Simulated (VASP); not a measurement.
Crystal: PtSe2 (Sudovikovite).

```
CELL_PARAMETERS angstrom
3.72400 0.00000 0.00000
-1.86200 3.22508 0.00000
0.00000 0.00000 5.06200
ATOMIC_POSITIONS crystal
Pt 0.00000 0.00000 0.00000
Se 0.66667 0.33333 0.75000
Se 0.33333 0.66667 0.25000
```

* Program: VASP 6.6.1
* Task: relaxation of cell and atoms
* Functional: BLYP
* Dispersion: D3(BJ)
* Potentials or basis: VASP PAW PBE potentials, release 64 (Pt, Se)
* Cutoff: 600 eV
* k mesh: 8 × 8 × 5
* Occupations: fermi-dirac, width 0.05 eV
* Spin: no spin polarisation

At the start: pressure 6.6 GPa; volume 20.27 Å³/atom.

**Question.** How do energy, volume and symmetry change on relaxing?

**Answer.** Over 22 steps the energy falls by 45.9 meV/atom and the volume is 20.09 Å³/atom (-0.9 %); space group P-3m1 (No. 164, to 0.05 Å).

Step by step:
```
step  energy change (eV)  largest force (eV/Å)  pressure (GPa)  volume (Å³)
   1              0.0000                1.1790            6.60        60.80
   2              0.0870                0.6046           -9.13        68.44
   3             -0.0854                0.3337           -1.09        63.75
   4             -0.0855                0.3509           -0.93        63.68
   5             -0.1011                0.2784           -0.74        62.99
   6             -0.1278                0.0255            0.13        60.95
   7             -0.1287                0.0541            0.44        60.41
   8             -0.1341                0.1995           -0.91        60.47
   9             -0.1343                0.1734           -0.68        60.46
  10             -0.1344                0.0623            1.23        59.39
  11             -0.1369                0.0563            0.26        59.93
  12             -0.1374                0.0375           -0.18        60.19
  13             -0.1374                0.0409           -0.09        60.14
  14             -0.1375                0.0153            0.20        60.09
  15             -0.1375                0.0026            0.09        60.10
  16             -0.1376                0.0010           -0.02        60.21
  17             -0.1376                0.0019           -0.04        60.23
  18             -0.1376                0.0038           -0.10        60.28
  19             -0.1376                0.0023           -0.05        60.25
  20             -0.1376                0.0111            0.08        60.22
  21             -0.1376                0.0101            0.05        60.23
  22             -0.1376                0.0014           -0.05        60.28
```

Final structure:
```yaml
crystal:
  lattice:
    - [3.79284, 0.00000, 0.00000]
    - [-1.89642, 3.28469, 0.00000]
    - [0.00000, 0.00000, 4.83843]
  atoms:
    - { symbol: Pt, position: [0.00000, 0.00000, 0.00000] }
    - { symbol: Se, position: [0.66667, 0.33333, 0.72923] }
    - { symbol: Se, position: [0.33333, 0.66667, 0.27077] }
```

Caveat: the PAW data sets were made with another functional, which shifts forces and pressure a little; pairwise dispersion overbinds metals, which lowers pressure and volume.
